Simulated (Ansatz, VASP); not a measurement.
Hg2H3: VASP beside Ansatz

```
CELL_PARAMETERS angstrom
4.03399 0.00000 0.00000
0.00000 4.03399 0.00000
0.00000 0.00000 4.03399
ATOMIC_POSITIONS crystal
Hg 0.00000 0.00000 0.00000
Hg 0.50000 0.50000 0.50000
H 0.00000 0.50000 0.50000
H 0.50000 0.00000 0.50000
H 0.50000 0.50000 0.00000
```

Alike in both runs: functional PBE; k mesh 10 × 10 × 10; occupations gaussian, width 0.1 eV; no spin polarisation.

Ansatz relaxed the structure, and its values are those at the end. VASP's run is a single point on that final structure, the one shown.

```csv
,VASP,Ansatz
version,VASP 6.6.1,Ansatz 0.2.0
potentials or method,"VASP PAW PBE potentials, release 64 (Hg, H), cutoff 520 eV","scalar-relativistic, plane waves, PAW"
valence electrons in the cell,27,43
```

Ansatz gave:

```
gap on the k mesh at the Fermi level (eV) : none
pressure (GPa)                            : 0.0
```

Problem. Which values does VASP return?

Solution. gap on the k mesh at the Fermi level (eV): none; pressure (GPa): 0.2.

A gap of «none» marks a metal or a gap that the smearing closes. The functional is the same, so the differences come from potentials, cutoffs and numerics. VASP's potentials hold 27 valence electrons a cell and Ansatz's 43, so a difference there can come from the potentials and not from the codes.

Spin-orbit coupling is off throughout.
